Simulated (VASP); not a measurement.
Set up this calculation in VASP 6.6.1, as the native input.

- Task: single point
- Functional: PBE
- Potentials or basis: VASP PAW PBE potentials, release 64 (In_d, Se)
- Cutoff: 520 eV
- k mesh: 6 × 6 × 6
- Occupations: fermi-dirac, width 0.05 eV
- Spin: no spin polarisation
- Dipole correction: no
- Further INCAR settings: ALGO = Normal; EDIFF = 1e-07; NBANDS = 30

The structure of In3Se lies in POSCAR:

```
In3Se
1.0
    4.8669725914      0.0000000000      0.0000000000
    0.0000000000      4.8669725914      0.0000000000
    0.0000000000      0.0000000000      4.8669725914
In Se
3 1
Direct
    0.5000000000      0.5000000000      0.0000000000
    0.5000000000      0.0000000000      0.5000000000
    0.0000000000      0.5000000000      0.5000000000
    0.0000000000      0.0000000000      0.0000000000
```

These files were run (other wordings do the same):

INCAR

```
  ALGO = Normal
  EDIFF = 1E-7
  ENCUT = 520
  GGA = PE
  ISIF = 2
  ISMEAR = -1
  LASPH = T
  LCHARG = F
  LREAL = F
  LWAVE = F
  NBANDS = 30
  NELM = 80
  PREC = Accurate
  SIGMA = 0.05
```

KPOINTS

```
k-points
0
Gamma
  6 6 6
```

Potentials or basis: VASP PAW PBE potentials, release 64 (In_d, Se).

Run with:

```console
$ cat potpaw_PBE.64/In_d/POTCAR potpaw_PBE.64/Se/POTCAR > POTCAR
$ mpirun -np 1 vasp_std > vasp.out
```

Results of the run:

```
Pressure : -1.4 GPa
```

Wall time 2.1 min on 1 thread of AMD EPYC 7R13, with other jobs on the host, peak memory 0.2 GiB.
